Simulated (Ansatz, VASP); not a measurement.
**SrLaMnO3 in VASP and in Ansatz**

File INCAR:

```
PREC     = Accurate       # precision mode
ENCUT    = 520            # plane-wave cutoff, eV
EDIFF    = 1E-7           # SCF threshold, eV
ISMEAR   = -1             # smearing method
SIGMA    = 0.05           # smearing width, eV
LREAL    = False          # projectors in reciprocal space
LASPH    = True           # aspherical terms in the spheres
NELM     = 100            # most SCF steps
ALGO     = Normal         # electronic algorithm
ISIF     = 2              # what is computed and relaxed
LWAVE    = False          # write WAVECAR
LCHARG   = False          # write CHGCAR
ISPIN    = 2              # spin polarisation
MAGMOM   = 0 0 4 0 0 0    # initial moments
LORBIT   = 11             # projections on sites
LMAXMIX  = 6              # l up to which the mixer works
GGA      = PE             # functional
NBANDS   = 39             # bands
```

The input KPOINTS:

```
regular mesh
0
Gamma
  7 7 8
```

File POSCAR:

```
SrLaMnO3
1.0
    6.8962336513     -1.9801125000      0.0000000000
    6.8962336513      1.9801125000      0.0000000000
   -0.9192748855      0.0000000000      3.4655354235
La Sr Mn O
1 1 1 3
Direct
    0.6379440000      0.6599380000      0.6319190000
    0.3447410000      0.3637300000      0.3415210000
    1.0006690000      0.9945230000      0.9833040000
    0.5075190000      0.5058900000      0.9848900000
    0.8371160000      0.8249220000      0.8132980000
    0.1747920000      0.1639080000      0.1646290000
```

Contents of input.yaml:

```yaml
crystal:
  lattice:
    - [6.8962336513, -1.9801125, 0.0]
    - [6.8962336513, 1.9801125, 0.0]
    - [-0.9192748855, 0.0, 3.4655354235]
  atoms:
    - { symbol: La, position: [0.637944, 0.659938, 0.631919] }
    - { symbol: Sr, position: [0.344741, 0.36373, 0.341521] }
    - { symbol: Mn, position: [1.000669, 0.994523, 0.983304], spin: 4.0 }
    - { symbol: O, position: [0.507519, 0.50589, 0.98489] }
    - { symbol: O, position: [0.837116, 0.824922, 0.813298] }
    - { symbol: O, position: [0.174792, 0.163908, 0.164629] }
hamiltonian:
  xc: pbe
  pseudopotentials: { kind: paw }
magnetization:
  spin_polarized: true
kpoints:
  mp_grid: { grid: [7, 7, 8] }
scf:
  occupations: { method: fermi_dirac, width: 0.05 }
output:
  forces: true
  stress: true
  eigenvalues: true
```

Change from the starting cell: atoms moved at random, drawn with an rms of 0.05 Å.

Alike in both runs: task single point; functional PBE; k mesh 7 × 7 × 8; occupations fermi-dirac, width 0.05 eV; collinear spin, ferromagnetic start.

```csv
,VASP,Ansatz
version,VASP 6.6.1,Ansatz 0.2.0
potentials or method,"VASP PAW PBE potentials, release 64 (La, Sr_sv, Mn_pv, O)",Ansatz PAW
plane-wave cutoff (eV),520,420
valence electrons in the cell,52,54
```

Ansatz gave:

| Quantity | Value |
| --- | --- |
| gap on the k mesh at the Fermi level (eV) | none |
| pressure (GPa) | -3.0 |
| traceless stress, the component that is largest in VASP (GPa) | -1.96 |
| rms of the force components (eV/Å) | 0.156 |
| net moment per atom (μB) | 0.68 |
| size of the moment on the site where the two differ most (μB) | 3.40 |

Question: Which values does VASP return?

Answer: gap on the k mesh at the Fermi level (eV): none; pressure (GPa): -2.8; traceless stress, the component that is largest in VASP (GPa): -1.76; rms of the force components (eV/Å): 0.167; net moment per atom (μB): 0.68; size of the moment on the site where the two differ most (μB): 3.85.

Site moments also hang on the region over which each program counts them. Atom by atom the forces differ by 0.015 eV/Å (rms over components). A gap of «none» marks a metal or a gap that the smearing closes. VASP's potentials hold 52 valence electrons a cell and Ansatz's 54, so a difference there can come from the potentials and not from the codes.

Spin-orbit coupling is off throughout.
